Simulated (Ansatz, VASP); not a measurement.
**Ag in VASP and in Ansatz**

```xyz
1
Lattice="2.7515 0.0000 0.0000 0.0000 2.7515 0.0000 0.0000 0.0000 2.7515" Properties=species:S:1:pos:R:3 pbc="T T T"
Ag    0.0000    0.0000    0.0000
```

Alike in both runs: functional PBE; k mesh 12 × 12 × 12; occupations fermi-dirac, width 0.05 eV; no spin polarisation.

Ansatz relaxed the structure, and its values are those at the end. VASP's run is a single point on that final structure, the one shown.

```csv
,VASP,Ansatz
version,VASP 6.6.1,Ansatz 0.2.0
potentials or method,"VASP PAW PBE potentials, release 64 (Ag)","PAW with Ansatz's default frozen-core files, scalar-relativistic"
plane-wave cutoff (eV),520,420
valence electrons in the cell,11,19
```

```tsv
	VASP	Ansatz	Ansatz less VASP
pressure (GPa)	-0.1	0.0	+0.09
```

VASP's potentials hold 11 valence electrons a cell and Ansatz's 19, so a difference there can come from the potentials and not from the codes.
